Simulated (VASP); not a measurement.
# BN (P4_2/mnm) in VASP: notebook, part 2 of 3

VASP 6.6.1.

### 3 Single point, PBE

This run uses another cell than the first one, of 5.93 Å³/atom.

The input, INCAR:

```
ALGO = Normal
EDIFF = 1E-6
ENCUT = 520
GGA = PE
ISIF = 2
ISMEAR = 0
LASPH = T
LCHARG = F
LREAL = F
LWAVE = F
NBANDS = 26
NELM = 100
PREC = Accurate
SIGMA = 0.05
```

The input, KPOINTS:

```
k-points
0
Gamma
  6 6 10
```

The input, POSCAR:

```
BN
1.0
    4.5222000000      0.0000000000      0.0000000000
    0.0000000000      4.5222000000      0.0000000000
    0.0000000000      0.0000000000      2.3198000000
B N
4 4
Direct
    0.1742811368      0.8257188632      0.5000000000
    0.3257188632      0.3257188632      0.0000000000
    0.6742811368      0.6742811368      0.0000000000
    0.8257188632      0.1742811368      0.5000000000
    0.8126115048      0.8126115048      0.5000000000
    0.3126115048      0.6873884952      0.0000000000
    0.6873884952      0.3126115048      0.0000000000
    0.1873884952      0.1873884952      0.5000000000
```

Potentials or basis: VASP PAW PBE potentials, release 64 (B, N).

Launch:

```console
cat potpaw_PBE.64/B/POTCAR potpaw_PBE.64/N/POTCAR > POTCAR
mpirun -np 1 vasp_std > vasp.out
```

OUTCAR:

```text
EDIFF = 1E-6
   ENCUT = 520
   GGA = PE
   ISIF = 2
   ISMEAR = 0
   LASPH = T
   LREAL = F
   NELM = 100
   PREC = Accurate

 ion  position               nearest neighbor table
   1  0.174  0.826  0.500-   6 1.46   6 1.46   8 1.64   5 1.64
   2  0.326  0.326  0.000-   8 1.46   8 1.46   6 1.64   7 1.64
   3  0.674  0.674  0.000-   5 1.46   5 1.46   7 1.64   6 1.64
   4  0.826  0.174  0.500-   7 1.46   7 1.46   8 1.64   5 1.64
   5  0.813  0.813  0.500-   3 1.46   3 1.46   4 1.64   1 1.64
   6  0.313  0.687  0.000-   1 1.46   1 1.46   3 1.64   2 1.64
   7  0.687  0.313  0.000-   4 1.46   4 1.46   2 1.64   3 1.64
   8  0.187  0.187  0.500-   2 1.46   2 1.46   4 1.64   1 1.64

  LATTYP: Found a simple tetragonal cell.
 ALAT       =     4.5222000000
 C/A-ratio  =     0.5129804078

  Lattice vectors:

 A1 = (   4.5222000000,   0.0000000000,   0.0000000000)
 A2 = (   0.0000000000,   4.5222000000,   0.0000000000)
 A3 = (   0.0000000000,   0.0000000000,   2.3198000000)

Analysis of symmetry for initial positions (statically):
=====================================================================
 Subroutine PRICEL returns:
 Original cell was already a primitive cell.

 Routine SETGRP: Setting up the symmetry group for a
 simple tetragonal supercell.

 Subroutine GETGRP returns: Found 16 space group operations
 (whereof  8 operations were pure point group operations)
 out of a pool of 16 trial point group operations.

The static configuration has the point symmetry D_2h.
 The point group associated with its full space group is D_4h.

Analysis of symmetry for dynamics (positions and initial velocities):
=====================================================================
 Subroutine PRICEL returns:
 Original cell was already a primitive cell.

 Routine SETGRP: Setting up the symmetry group for a
 simple tetragonal supercell.

 Subroutine GETGRP returns: Found 16 space group operations
 (whereof  8 operations were pure point group operations)
 out of a pool of 16 trial point group operations.

The dynamic configuration has the point symmetry D_2h.
 The point group associated with its full space group is D_4h.

 Subroutine INISYM returns: Found 16 space group operations
 (whereof  8 operations are pure point group operations),
 and found     1 'primitive' translations

----------------------------------------------------------------------------------------

                                     Primitive cell

  volume of cell :      47.4406

  direct lattice vectors                    reciprocal lattice vectors
     4.522200000  0.000000000  0.000000000     0.221131308  0.000000000  0.000000000
     0.000000000  4.522200000  0.000000000     0.000000000  0.221131308  0.000000000
     0.000000000  0.000000000  2.319800000     0.000000000  0.000000000  0.431071644

  length of vectors
     4.522200000  4.522200000  2.319800000     0.221131308  0.221131308  0.431071644

  position of ions in fractional coordinates (direct lattice)
     0.174281137  0.825718863  0.500000000
     0.325718863  0.325718863  0.000000000
     0.674281137  0.674281137  0.000000000
[... 47 lines left out ...]
  0.333333  0.000000  0.000000      4.000000
  0.500000  0.000000  0.000000      2.000000
  0.166667  0.166667  0.000000      4.000000
  0.333333  0.166667  0.000000      8.000000
[... 16 lines left out ...]
  0.333333  0.000000  0.200000      8.000000
  0.500000  0.000000  0.200000      4.000000
 [... further k-points ...]
   k-points           NKPTS =     60   k-points in BZ     NKDIM =     60   number of bands    NBANDS=     26
   number of dos      NEDOS =    301   number of ions     NIONS =      8
   total plane-waves  NPLWV =  23328
   dimension x,y,z NGX =    36 NGY =   36 NGZ =   18
   dimension x,y,z NGXF=    72 NGYF=   72 NGZF=   36
   ions per type =               4   4
   NGX,Y,Z   is equivalent  to a cutoff of  13.23, 13.23, 12.90 a.u.
   NGXF,Y,Z  is equivalent  to a cutoff of  26.47, 26.47, 25.80 a.u.
 SYSTEM =  unknown system
   PREC   = accura    normal or accurate (medium, high low for compatibility)
   ISTART =      0    job   : 0-new  1-cont  2-samecut
   ICHARG =      2    charge: 1-file 2-atom 10-const
   ISPIN  =      1    spin polarized calculation?
   LNONCOLLINEAR =      F non collinear calculations
   LSORBIT =      F    spin-orbit coupling
   LASPH  =      T    aspherical Exc in radial PAW
   ENCUT  =  520.0 eV  38.22 Ry    6.18 a.u.   8.41  8.41  4.31*2*pi/ulx,y,z
   NELM   =    100;   NELMIN=  2; NELMDL= -5     # of ELM steps
   EDIFF  = 0.1E-05   stopping-criterion for ELM
   LREAL  =      F    real-space projection
   EDIFFG = 0.1E-04   stopping-criterion for IOM
   NSW    =      0    number of steps for IOM
   IBRION =     -1    ionic relax: 0-MD 1-quasi-New 2-CG
   NFREE  =      0    steps in history (QN), initial steepest desc. (CG)
   ISIF   =      2    stress and relaxation
   ISYM   =      2    0-nonsym 1-usesym 2-fastsym
   POTIM  = 0.5000    time-step for ionic-motion
   TEBEG  =    0.0;   TEEND  =   0.0 temperature during run
   PSTRESS=    0.0 pullay stress
   NELECT =      32.0000    total number of electrons
   NUPDOWN=      -1.0000    fix difference up-down
   EMIN   =  10.00;   EMAX   =-10.00  energy-range for DOS
   EFERMI =   0.00;   METHOD = LEGACY
   ISMEAR =     0;   SIGMA  =   0.05  broadening in eV -4-tet -1-fermi 0-gaus
   EFERMI_NEDOS =   21; number of points for ismear=-14 and -15
   IALGO  =     38    algorithm
   IMIX   =      4    mixing-type and parameters
     AMIX     =   0.40;   BMIX     =  1.00
     AMIX_MAG =   1.60;   BMIX_MAG =  1.00
  volume/ion in A,a.u.               =       5.93        40.02
  Fermi-wavevector in a.u.,A,eV,Ry     =   1.435737  2.713149 28.046231  2.061340
  Thomas-Fermi vector in A             =   2.555002
   LORBIT       =      0    0 simple, 1 ext, 2 COOP (PROOUT), +10 PAW based schemes
   GGA     = PE    functional components
   LHFCALC =     F    Hartree Fock is set to
   AEXX    =    0.0000 exact exchange contribution
   IVDW    =     0    specifies the selected vdW correction
   LEPSILON=     F    determine dielectric tensor
   LRPA    =     F    only Hartree local field effects (RPA)
 non-spin polarized calculation
 Gauss-broadening in eV      SIGMA  =   0.05
  energy-cutoff  :      520.00
  volume of cell :       47.44
 maximum number of plane-waves:      1293
 NGX is ok and might be reduce to    36
   NGX = 17   NGY = 17   NGZ =  9

 number of electron      31.9999997 magnetization

 Free energy of the ion-electron system (eV)
  ---------------------------------------------------
  ext. energy  EPLUGINS =         0.00000000
  ---------------------------------------------------
  free energy    TOTEN  =       -67.45696737 eV

  energy without entropy =      -67.45696737  energy(sigma->0) =      -67.45696737

 E-fermi :   7.8663     XC(G=0): -12.6713

 val. band max:        7.6260256748   @ k =   0.0000   0.0000   0.0000
 cond. band min:      11.9506406219   @ k =   0.0000   0.0000   0.3000
 fundamental gap:      4.3246149471
 Fermi energy:         7.8663262912

 k-point     1 :       0.0000    0.0000    0.0000
  band No.  band energies     occupation
      1     -13.1903      2.00000
      2      -9.6221      2.00000
      3      -9.6221      2.00000
      4      -8.8688      2.00000
      5      -3.6904      2.00000
      6      -2.2533      2.00000
[... 685 lines left out ...]
     25      21.4129      0.00000
     26      21.4129      0.00000

 [... further k-points ...]

------------------------ aborting loop because EDIFF is reached ----------------------------------------

  FORCE on cell =-STRESS in cart. coord.  units (eV):
  Direction    XX          YY          ZZ          XY          YZ          ZX
  --------------------------------------------------------------------------------------
  -------------------------------------------------------------------------------------
  Total       -3.3376708     -3.3376708     32.3142752      0.0000000      0.0000000      0.0000000
  in kB     -112.7207863   -112.7207863   1091.3270651      0.0000000      0.0000000      0.0000000
  external PRESSURE =     288.6284975 kB  Pullay stress =       0.0000000 kB

 VOLUME and BASIS-vectors are now :
 -----------------------------------------------------------------------------
  energy-cutoff  :      520.00
  volume of cell :       47.44
      direct lattice vectors                 reciprocal lattice vectors
     4.522200000  0.000000000  0.000000000     0.221131308  0.000000000  0.000000000
     0.000000000  4.522200000  0.000000000     0.000000000  0.221131308  0.000000000
     0.000000000  0.000000000  2.319800000     0.000000000  0.000000000  0.431071644

 POSITION                                       TOTAL-FORCE (eV/Angst)
 -----------------------------------------------------------------------------------
      0.78813      3.73407      1.15990        -0.398128      0.398128      0.000000
      1.47297      1.47297      0.00000         0.398128      0.398128     -0.000000
      3.04923      3.04923      0.00000        -0.398128     -0.398128      0.000000
      3.73407      0.78813      1.15990         0.398128     -0.398128      0.000000
      3.67479      3.67479      1.15990         0.794900      0.794900     -0.000000
      1.41369      3.10851      0.00000         0.794900     -0.794900      0.000000
      3.10851      1.41369      0.00000        -0.794900      0.794900     -0.000000
      0.84741      0.84741      1.15990        -0.794900     -0.794900      0.000000
 -----------------------------------------------------------------------------------
    total drift:                                0.000000      0.000000      0.000000

  FREE ENERGIE OF THE ION-ELECTRON SYSTEM (eV)
  ---------------------------------------------------
  free  energy   TOTEN  =       -67.4569673684 eV

  energy  without entropy=      -67.4569673684  energy(sigma->0) =      -67.45696737
```

Run time: 25 s. Hardware: 1 thread of Intel Xeon 6975P-C (Granite Rapids), shared host; peak memory 0.18 GiB.

Results:

```yaml
Free_energy: -67.4570 eV
Pressure: 28.9 GPa
Largest_force: 1.124 eV/Å
Band_gap_on_the_k_mesh: 4.32 eV (least direct gap 5.78 eV)
```

Forces in eV/Å, atoms in the order of the input:
```
B   -0.398  0.398  0.000
B    0.398  0.398  0.000
B   -0.398 -0.398  0.000
B    0.398 -0.398  0.000
N    0.795  0.795  0.000
N    0.795 -0.795  0.000
N   -0.795  0.795  0.000
N   -0.795 -0.795  0.000
```

Stress tensor (GPa, compression positive):
```
-11.27   0.00   0.00
  0.00 -11.27   0.00
  0.00   0.00 109.13
```

Levels at points of the mesh, in eV from the valence-band top:
```tsv
k point	band 14	band 15	band 16	band 17	band 18	band 19
(0.00, 0.00, 0.00)	-0.71	-0.24	0.00	6.59	6.59	7.46
(0.50, 0.00, 0.00)	-1.80	-0.81	-0.81	6.63	6.63	8.42
(0.50, 0.50, 0.00)	-2.05	-1.61	-1.61	6.74	6.74	9.81
(0.00, 0.00, 0.50)	-4.69	-3.50	-3.50	6.13	6.13	9.59
(0.50, 0.00, 0.50)	-3.59	-2.93	-2.93	6.49	6.49	8.32
(0.50, 0.50, 0.50)	-2.98	-2.97	-2.97	5.98	5.98	6.35
```

Caveat: the cell stands under pressure; forces of over 1 eV/Å act on the atoms, so gaps and moduli don't describe the material at rest.

(Continued in part 3 of 3.)
